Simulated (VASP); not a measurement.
A run of VASP 6.6.1 is set up as follows.

Contents of INCAR:

```
PREC = Accurate ; ENCUT = 520
EDIFF = 1E-7 ; ISMEAR = -1
SIGMA = 0.05 ; LREAL = F
LASPH = T ; NELM = 60
ALGO = Normal ; ISIF = 2
LWAVE = F ; LCHARG = T
GGA = PS ; LELF = T
LVHAR = T ; NBANDS = 12
```

File KPOINTS:

```
Automatic mesh
0
Gamma
  9 6 6
```

POSCAR

```
Sb
1.0
    3.1430807616      0.0000000000      0.0000000000
    0.0000000000      4.3763103490      0.0000000000
   -0.0391727227      0.0000000000      4.4350306782
Sb
2
Direct
    0.0113890000      0.2500000000      0.2411660000
    0.9886110000      0.7500000000      0.7588340000
```

Potentials or basis: VASP PAW PBE potentials, release 64 (Sb).

The run is started by

```sh
$ cat potpaw_PBE.64/Sb/POTCAR > POTCAR
$ mpirun -np 1 vasp_std > vasp.out
```

(1) Estimate the pressure.

(2) Estimate the largest force.

(3) Estimate the band gap on the k mesh.

Results:

(1) -3.1 GPa.

(2) 0.035 eV/Å.

(3) zero (bands 5 and 6 overlap by 8.14 eV).

Caveat: the cell stands under tension; the PAW data sets were made with another functional, which shifts forces and pressure a little; spin-orbit coupling is left out, which moves the levels of the heavy elements.
